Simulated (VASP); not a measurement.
A run of VASP 6.6.1:

Contents of INCAR:

```
PREC     = Accurate       # precision mode
ENCUT    = 520            # plane-wave cutoff, eV
EDIFF    = 1E-6           # SCF threshold, eV
ISMEAR   = -1             # smearing method
SIGMA    = 0.1            # smearing width, eV
LREAL    = False          # projectors in reciprocal space
LASPH    = True           # aspherical terms in the spheres
NELM     = 80             # most SCF steps
ALGO     = Normal         # electronic algorithm
ISIF     = 2              # what is computed and relaxed
LWAVE    = False          # write WAVECAR
LCHARG   = False          # write CHGCAR
GGA      = PE             # functional
NBANDS   = 13             # bands
```

The input KPOINTS:

```
regular mesh
0
Gamma
  11 11 11
```

POSCAR

```
Te
1.0
    1.9647526116     -1.1343504492      4.1355122189
    0.0000000000      2.2687008984      4.1355122189
   -1.9647526116     -1.1343504492      4.1355122189
Te
2
Direct
    0.2500005673      0.2500005673      0.2500005673
   -0.2500005673     -0.2500005673     -0.2500005673
```

Potentials or basis: VASP PAW PBE potentials, release 64 (Te).

Run with:

```sh
$ cat potpaw_PBE.64/Te/POTCAR > POTCAR
$ mpirun -np 1 vasp_std > vasp.out
```

Hardware: 1 thread of Intel(R) Xeon(R) Platinum 8559C (Emerald Rapids), with other jobs on the host.

Task: Estimate the wall time of this run.

Result: Run time: 37 s on 1 thread of Intel(R) Xeon(R) Platinum 8559C (Emerald Rapids), on a shared host, peak memory 0.25 GiB. Counts: scf iterations 10, k points 146.
